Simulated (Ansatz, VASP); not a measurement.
**One calculation of BeS, two programs**

Contents of INCAR:

```
SYSTEM = BeS
PREC = Accurate ; ENCUT = 600
EDIFF = 1E-7 ; ISMEAR = 0
SIGMA = 0.02 ; LREAL = .FALSE.
LASPH = .TRUE. ; NELM = 120
ALGO = Normal ; ISIF = 3
LWAVE = .FALSE. ; LCHARG = .FALSE.
GGA = CA ; IBRION = 2
NSW = 100 ; EDIFFG = -0.002
GGA_COMPAT = .FALSE. ; NELMIN = 4
```

The input KPOINTS:

```
regular mesh
0
G
  8 8 8
  0 0 0
```

POSCAR

```
BeS
1.0
    0.0000000000      2.4200000000      2.4200000000
    2.4200000000      0.0000000000      2.4200000000
    2.4200000000      2.4200000000      0.0000000000
Be S
1 1
Direct
    0.0000000000      0.0000000000      0.0000000000
    0.2500000000      0.2500000000      0.2500000000
```

Input for Ansatz:

```yaml
crystal:
  lattice:
    - [0.0, 2.42, 2.42]
    - [2.42, 0.0, 2.42]
    - [2.42, 2.42, 0.0]
  atoms:
    - { symbol: Be, position: [0.0, 0.0, 0.0] }
    - { symbol: S, position: [0.25, 0.25, 0.25] }
basis:
  ecutwfc: 420
kpoints:
  mp_grid: { grid: [8, 8, 8] }
hamiltonian:
  xc: lda
  pseudopotentials: { kind: paw, azcp: { folder: soft_1 } }
scf:
  occupations: { method: gaussian, width: 0.02 }
output:
  forces: true
  stress: true
  eigenvalues: true
relax:
  adjacent_minimum: "off"
  f_tol: 0.002
  max_steps: 80
  cell: { stress_tol: 0.02 }
```

Alike in both runs: task relaxation of cell and atoms; functional LDA; k mesh 8 × 8 × 8; occupations gaussian, width 0.02 eV; no spin polarisation.

|  | VASP | Ansatz |
| --- | --- | --- |
| version | VASP 6.6.1 | Ansatz 0.2.0 |
| potentials or method | VASP PAW LDA potentials, release 64 (Be, S), cutoff 600 eV | scalar-relativistic, plane waves, PAW |
| valence electrons in the cell | 8 | 8 |

|  | VASP | Ansatz | Ansatz less VASP |
| --- | --- | --- | --- |
| gap on the k mesh at the Fermi level, each at its own relaxed structure (eV) | 2.83 | 2.83 | -0.007 |
| relaxed volume (Å³/atom) | 13.80 | 13.79 | -0.011 |
| relaxed cell length with the largest relative difference (Å) | 3.392 | 3.391 | -0.0009 |

Ansatz warns that its potentials were made for another functional, while VASP's fit it. LDA's correlation is that of Perdew and Zunger in VASP and of Perdew and Wang (1992) in Ansatz.
